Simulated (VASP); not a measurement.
# TaN (P-6m2) in VASP: a series of runs, part 2 of 2

VASP 6.6.1. The steps go on from the part before.

## Step 3: Electric field gradients, PBE (volume scaled by 1.06)

INCAR reads:

```
PREC = Accurate
ENCUT = 520
EDIFF = 1E-8
ISMEAR = -1
SIGMA = 0.02
LREAL = F
LASPH = T
NELM = 80
ALGO = Normal
ISIF = 2
LWAVE = F
LCHARG = F
GGA = PE
LEFG = T
NBANDS = 15
```

KPOINTS reads:

```
regular mesh
0
Gamma
  12 12 10
```

POSCAR reads:

```
TaN
1.0
    2.9956213083      0.0000000000      0.0000000000
   -1.4978106541      2.5942841531      0.0000000000
    0.0000000000      0.0000000000      2.9395437670
Ta N
1 1
Direct
    0.3333333333      0.6666666667      0.5000000000
    0.0000000000      0.0000000000      0.0000000000
```

Potentials or basis: VASP PAW PBE potentials, release 64 (Ta_pv, N).

Started as:

```
cat potpaw_PBE.64/Ta_pv/POTCAR potpaw_PBE.64/N/POTCAR > POTCAR
mpirun -np 1 vasp_std > vasp.out
```

OUTCAR:

```text
PREC = Accurate
   ENCUT = 520
   EDIFF = 1E-8
   ISMEAR = -1
   LREAL = F
   LASPH = T
   NELM = 80
   ISIF = 2
   GGA = PE

 ion  position               nearest neighbor table
   1  0.333  0.667  0.500-   2 2.27   2 2.27   2 2.27   2 2.27   2 2.27   2 2.27
   2  0.000  0.000  0.000-   1 2.27   1 2.27   1 2.27   1 2.27   1 2.27   1 2.27

  LATTYP: Found a hexagonal cell.
 ALAT       =     2.9956213083
 C/A-ratio  =     0.9812801634

  Lattice vectors:

 A1 = (   2.9956213083,   0.0000000000,   0.0000000000)
 A2 = (  -1.4978106541,   2.5942841531,   0.0000000000)
 A3 = (   0.0000000000,   0.0000000000,   2.9395437670)

Analysis of symmetry for initial positions (statically):
=====================================================================
 Subroutine PRICEL returns:
 Original cell was already a primitive cell.

 Routine SETGRP: Setting up the symmetry group for a
 hexagonal supercell.

 Subroutine GETGRP returns: Found 12 space group operations
 (whereof 12 operations were pure point group operations)
 out of a pool of 24 trial point group operations.

The static configuration has the point symmetry D_3h.

Analysis of symmetry for dynamics (positions and initial velocities):
=====================================================================
 Subroutine PRICEL returns:
 Original cell was already a primitive cell.

 Routine SETGRP: Setting up the symmetry group for a
 hexagonal supercell.

 Subroutine GETGRP returns: Found 12 space group operations
 (whereof 12 operations were pure point group operations)
 out of a pool of 24 trial point group operations.

The dynamic configuration has the point symmetry D_3h.

 Subroutine INISYM returns: Found 12 space group operations
 (whereof 12 operations are pure point group operations),
 and found     1 'primitive' translations

----------------------------------------------------------------------------------------

                                     Primitive cell

  volume of cell :      22.8446

  direct lattice vectors                    reciprocal lattice vectors
     2.995621308  0.000000000  0.000000000     0.333820566  0.192731394  0.000000000
    -1.497810654  2.594284153  0.000000000     0.000000000  0.385462787  0.000000000
     0.000000000  0.000000000  2.939543767     0.000000000  0.000000000  0.340188845

  length of vectors
     2.995621308  2.995621308  2.939543767     0.385462787  0.385462787  0.340188845

  position of ions in fractional coordinates (direct lattice)
     0.333333333  0.666666667  0.500000000
     0.000000000  0.000000000  0.000000000

  ion indices of the primitive-cell ions
   primitive index   ion index
                 1           1
                 2           2

----------------------------------------------------------------------------------------

 KPOINTS: regular mesh

Automatic generation of k-mesh.
 Grid dimensions read from file:
 generate k-points for:   12   12   10

 Generating k-lattice:

[... 79 lines left out ...]
   IMIX   =      4    mixing-type and parameters
     AMIX     =   0.40;   BMIX     =  1.00
     AMIX_MAG =   1.60;   BMIX_MAG =  1.00
  volume/ion in A,a.u.               =      11.42        77.08
  Fermi-wavevector in a.u.,A,eV,Ry     =   1.453851  2.747381 28.758417  2.113684
  Thomas-Fermi vector in A             =   2.571070
   LORBIT       =      0    0 simple, 1 ext, 2 COOP (PROOUT), +10 PAW based schemes
   GGA     = PE    functional components
   LHFCALC =     F    Hartree Fock is set to
   AEXX    =    0.0000 exact exchange contribution
   IVDW    =     0    specifies the selected vdW correction
   LEPSILON=     F    determine dielectric tensor
   LRPA    =     F    only Hartree local field effects (RPA)
 non-spin polarized calculation
  energy-cutoff  :      520.00
  volume of cell :       22.84
 maximum number of plane-waves:       634
 NGX is ok and might be reduce to    24
   NGX = 11   NGY = 11   NGZ = 11

 number of electron      16.0000000 magnetization

 Free energy of the ion-electron system (eV)
  ---------------------------------------------------
  ext. energy  EPLUGINS =         0.00000000
  ---------------------------------------------------
  free energy    TOTEN  =       -22.40599398 eV

  energy without entropy =      -22.40590066  energy(sigma->0) =      -22.40594732

 E-fermi :   7.7520     XC(G=0): -13.0281

 val. band max:        7.6624358433   @ k =   0.0000   0.0000   0.4000
 cond. band min:       7.7699180748   @ k =   0.3333   0.3333   0.0000
 fundamental gap:      0.1074822315
 Fermi energy:         7.7519820030

 k-point     1 :       0.0000    0.0000    0.0000
  band No.  band energies     occupation
      1     -27.3662      2.00000
      2     -27.1275      2.00000
      3     -27.1275      2.00000
      4      -9.6858      2.00000
      5       3.3426      2.00000
      6       3.3426      2.00000
      7       3.7034      2.00000
      8       4.8054      2.00000
      9       9.4338      0.00000
     10      10.9755      0.00000
     11      10.9755      0.00000
     12      11.3307      0.00000
     13      11.3307      0.00000
     14      20.3747      0.00000
[... 401 lines left out ...]
      2     -27.3491      2.00000
      3     -27.2639      2.00000
      4      -8.1174      2.00000
      5       0.4371      2.00000
      6       2.8697      2.00000
      7       4.1497      2.00000
      8       5.1044      2.00000
      9      10.1021      0.00000
     10      10.4175      0.00000
     11      11.8249      0.00000
     12      12.2829      0.00000
     13      14.1583      0.00000
     14      20.2115      0.00000
     15      20.8140      0.00000

 [... further k-points ...]

------------------------ aborting loop because EDIFF is reached ----------------------------------------

  FORCE on cell =-STRESS in cart. coord.  units (eV):
  Direction    XX          YY          ZZ          XY          YZ          ZX
  --------------------------------------------------------------------------------------
  -------------------------------------------------------------------------------------
  Total       -1.8434785     -1.8434785     -1.9725925     -0.0000000      0.0000000      0.0000000
  in kB     -129.2898013   -129.2898013   -138.3450343     -0.0000000      0.0000000      0.0000000
  external PRESSURE =    -132.3082123 kB  Pullay stress =       0.0000000 kB

 VOLUME and BASIS-vectors are now :
 -----------------------------------------------------------------------------
  energy-cutoff  :      520.00
  volume of cell :       22.84
      direct lattice vectors                 reciprocal lattice vectors
     2.995621308  0.000000000  0.000000000     0.333820566  0.192731394  0.000000000
    -1.497810654  2.594284153  0.000000000     0.000000000  0.385462787  0.000000000
     0.000000000  0.000000000  2.939543767     0.000000000  0.000000000  0.340188845

 POSITION                                       TOTAL-FORCE (eV/Angst)
 -----------------------------------------------------------------------------------
     -0.00000      1.72952      1.46977        -0.000000      0.000000      0.000000
      0.00000      0.00000      0.00000         0.000000      0.000000      0.000000
 -----------------------------------------------------------------------------------
    total drift:                                0.000000     -0.000000     -0.000000

  FREE ENERGIE OF THE ION-ELECTRON SYSTEM (eV)
  ---------------------------------------------------
  free  energy   TOTEN  =       -22.4059939801 eV

  energy  without entropy=      -22.4059006580  energy(sigma->0) =      -22.40594732

 Electric field gradients (V/A^2)
---------------------------------------------------------------------
 ion       V_xx      V_yy      V_zz      V_xy      V_xz      V_yz
---------------------------------------------------------------------
   1     -13.228   -13.228    26.456     0.000     0.000    -0.000
   2      -0.738    -0.737     1.476     0.001    -0.000     0.000
---------------------------------------------------------------------

 Electric field gradients after diagonalization (V/A^2)
 (convention: |V_zz| > |V_xx| > |V_yy|)
----------------------------------------------------------------------
 ion       V_xx      V_yy      V_zz     asymmetry (V_yy - V_xx)/ V_zz
----------------------------------------------------------------------
   1     -13.228   -13.228    26.456       0.000
   2      -0.739    -0.737     1.476       0.001
----------------------------------------------------------------------

           NMR quadrupolar parameters

 Cq : quadrupolar parameter    Cq=e*Q*V_zz/h
 eta: asymmetry parameters     (V_yy - V_xx)/ V_zz
 Q  : nuclear electric quadrupole moment in mb (millibarn)
----------------------------------------------------------------------
 ion       Cq(MHz)       eta       Q (mb)
----------------------------------------------------------------------
   1       0.064       0.000       1.000
   2       0.004       0.001       1.000
----------------------------------------------------------------------
```

OSZICAR:

```text
N       E                     dE             d eps       ncg     rms          rms(c)
DAV:   1     0.899815604780E+02    0.89982E+02   -0.87977E+03  3420   0.112E+03
DAV:   2    -0.220981950622E+02   -0.11208E+03   -0.10505E+03  4218   0.301E+02
DAV:   3    -0.250009358117E+02   -0.29027E+01   -0.28895E+01  3931   0.451E+01
DAV:   4    -0.250134468076E+02   -0.12511E-01   -0.12508E-01  4407   0.322E+00
DAV:   5    -0.250135323788E+02   -0.85571E-04   -0.85570E-04  4001   0.248E-01    0.209E+01
DAV:   6    -0.225342129510E+02    0.24793E+01   -0.41536E+00  4442   0.238E+01    0.863E+00
DAV:   7    -0.224371107913E+02    0.97102E-01   -0.53963E-01  4071   0.633E+00    0.623E+00
DAV:   8    -0.224144822032E+02    0.22629E-01   -0.20428E-01  4141   0.381E+00    0.154E+00
DAV:   9    -0.224059972495E+02    0.84850E-02   -0.19464E-02  3861   0.115E+00    0.207E-01
DAV:  10    -0.224060446275E+02   -0.47378E-04   -0.11385E-03  4246   0.370E-01    0.996E-02
DAV:  11    -0.224059948219E+02    0.49806E-04   -0.61361E-05  4022   0.808E-02    0.176E-02
DAV:  12    -0.224059939891E+02    0.83283E-06   -0.82724E-06  4050   0.253E-02    0.313E-03
DAV:  13    -0.224059940207E+02   -0.31659E-07   -0.12561E-07  4127   0.312E-03    0.321E-03
DAV:  14    -0.224059939775E+02    0.43217E-07   -0.60611E-08  4092   0.200E-03    0.143E-04
DAV:  15    -0.224059939801E+02   -0.26216E-08   -0.24229E-09  1955   0.430E-04
   1 F= -.22405994E+02 E0= -.22405947E+02  d E =-.933221E-04
```

Run time: 52 s. Hardware: 1 thread of Intel Xeon 8259CL, shared host; peak memory 0.17 GiB.

What came out:

- Free energy: -22.4060 eV
- Pressure: -13.2 GPa
- Band gap on the k mesh: zero (band 8 reaches 8.05 eV, above the bottom of band 9 at 7.58 eV)

Electric field gradients, principal values (V/Å²):
```
atom    least   middle  greatest (by size)
1 Ta  -13.228  -13.228              26.456
 2 N   -0.737   -0.739               1.476
```

Caveat: the cell differs from its parent crystal (volume scaled by 1.06); without QUAD_EFG the Cq values of the log hold for a quadrupole moment of 1 mb, not for the nuclei; spin-orbit coupling is left out, which moves the levels of the heavy elements.

## Step 4: Electric field gradients, PBEsol

This run uses another cell than the first one, of 10.78 Å³/atom, 0.971 times its volume.

INCAR reads:

```
SYSTEM = TaN
PREC = Accurate
ENCUT = 520
EDIFF = 1E-8
ISMEAR = -1
SIGMA = 0.02
LREAL = .False.
LASPH = .True.
NELM = 120
ALGO = Normal
ISIF = 2
LWAVE = .False.
LCHARG = .False.
GGA = PS
LEFG = .True.
NBANDS = 16
GGA_COMPAT = .False.
```

KPOINTS reads:

```
regular mesh
0
Gamma
  12 12 10
  0 0 0
```

POSCAR reads:

```
TaN
1.0
    2.9379988584      0.0000000000      0.0000000000
   -1.4689994292      2.5443816477      0.0000000000
    0.0000000000      0.0000000000      2.8830000000
Ta N
1 1
Direct
    0.3333333333      0.6666666667      0.5000000000
    0.0000000000      0.0000000000      0.0000000000
```

Potentials or basis: VASP PAW PBE potentials, release 64 (Ta_sv_GW, N).

Started as:

```
cat potpaw_PBE.64/Ta_sv_GW/POTCAR potpaw_PBE.64/N/POTCAR > POTCAR
mpirun -np 1 vasp_std > vasp.out
```

OUTCAR:

```text
SYSTEM = TaN
   PREC = Accurate
   ENCUT = 520
   EDIFF = 1E-8
   ISMEAR = -1
   LREAL = .False.
   LASPH = .True.
   NELM = 120
   ISIF = 2
   GGA = PS

 ion  position               nearest neighbor table
   1  0.333  0.667  0.500-   2 2.23   2 2.23   2 2.23   2 2.23   2 2.23   2 2.23
   2  0.000  0.000  0.000-   1 2.23   1 2.23   1 2.23   1 2.23   1 2.23   1 2.23

  LATTYP: Found a hexagonal cell.
 ALAT       =     2.9379988584
 C/A-ratio  =     0.9812801635

  Lattice vectors:

 A1 = (   2.9379988584,   0.0000000000,   0.0000000000)
 A2 = (  -1.4689994292,   2.5443816477,   0.0000000000)
 A3 = (   0.0000000000,   0.0000000000,   2.8830000000)

Analysis of symmetry for initial positions (statically):
=====================================================================
 Subroutine PRICEL returns:
 Original cell was already a primitive cell.

 Routine SETGRP: Setting up the symmetry group for a
 hexagonal supercell.
[... 645 lines left out ...]
  volume of cell :       21.55
      direct lattice vectors                 reciprocal lattice vectors
     2.937998858  0.000000000  0.000000000     0.340367729  0.196511400  0.000000000
    -1.468999429  2.544381648  0.000000000     0.000000000  0.393022800  0.000000000
     0.000000000  0.000000000  2.883000000     0.000000000  0.000000000  0.346860909

 POSITION                                       TOTAL-FORCE (eV/Angst)
 -----------------------------------------------------------------------------------
     -0.00000      1.69625      1.44150        -0.000000      0.000000      0.000000
      0.00000      0.00000      0.00000         0.000000     -0.000000      0.000000
 -----------------------------------------------------------------------------------
    total drift:                                0.000000     -0.000000     -0.000000

  FREE ENERGIE OF THE ION-ELECTRON SYSTEM (eV)
  ---------------------------------------------------
  free  energy   TOTEN  =       -26.3344068331 eV

  energy  without entropy=      -26.3343069988  energy(sigma->0) =      -26.33435692

 Electric field gradients (V/A^2)
---------------------------------------------------------------------
 ion       V_xx      V_yy      V_zz      V_xy      V_xz      V_yz
---------------------------------------------------------------------
   1     -17.253   -17.253    34.506     0.000     0.000     0.000
   2      -0.168    -0.167     0.334     0.001    -0.000    -0.000
---------------------------------------------------------------------

 Electric field gradients after diagonalization (V/A^2)
 (convention: |V_zz| > |V_xx| > |V_yy|)
----------------------------------------------------------------------
 ion       V_xx      V_yy      V_zz     asymmetry (V_yy - V_xx)/ V_zz
----------------------------------------------------------------------
   1     -17.253   -17.253    34.506       0.000
   2      -0.168    -0.166     0.334       0.007
----------------------------------------------------------------------

           NMR quadrupolar parameters

 Cq : quadrupolar parameter    Cq=e*Q*V_zz/h
 eta: asymmetry parameters     (V_yy - V_xx)/ V_zz
 Q  : nuclear electric quadrupole moment in mb (millibarn)
----------------------------------------------------------------------
 ion       Cq(MHz)       eta       Q (mb)
----------------------------------------------------------------------
   1       0.083       0.000       1.000
   2       0.001       0.007       1.000
----------------------------------------------------------------------
```

Wall time 18 s (1 thread of Intel Xeon Platinum 8559C (Emerald Rapids), shared host); peak memory 0.17 GiB.

Results:

```yaml
Free_energy: -26.3344 eV
Pressure: -5.1 GPa
Band_gap_on_the_k_mesh: zero (band 9 reaches 12.69 eV, above the bottom of band 10 at 12.19 eV)
```

Electric field gradients, principal values (V/Å²):
```
atom    least   middle  greatest (by size)
1 Ta  -17.253  -17.253              34.506
 2 N   -0.166   -0.168               0.334
```

Caveat: without QUAD_EFG the Cq values of the log hold for a quadrupole moment of 1 mb, not for the nuclei; the PAW data sets were made with another functional, which shifts forces and pressure a little; spin-orbit coupling is left out, which moves the levels of the heavy elements.

## Step 5: Summary

```tsv
level	potentials or basis	cell	second run	gap on the mesh (eV)	pressure (GPa)
PBE	VASP PAW PBE potentials, release 64 (Ta_pv, N)	a = 2.967, b = 2.967, c = 2.912 Å, angles 90.0, 90.0, 120.0°, 2 atoms	-	none	-4.7
PBE	VASP PAW PBE potentials, release 64 (Ta_pv, N)	a = 2.996, b = 2.996, c = 2.940 Å, angles 90.0, 90.0, 120.0°, 2 atoms	-	none	-13.2
PBEsol	VASP PAW PBE potentials, release 64 (Ta_sv_GW, N)	a = 2.938, b = 2.938, c = 2.883 Å, angles 90.0, 90.0, 120.0°, 2 atoms	valence_matched	none	-5.1
```

Alike in all rows: task electric field gradients; no spin polarisation; k mesh 12 × 12 × 10; cutoff (eV) 520; smearing fermi-dirac 0.02 eV.

Caveats: spin-orbit coupling is left out, which moves the levels of the heavy elements; the PAW data sets were made with another functional, which shifts forces and pressure a little (some runs).

Total energies depend on the potentials used, so only differences within one code and one set of settings carry meaning.
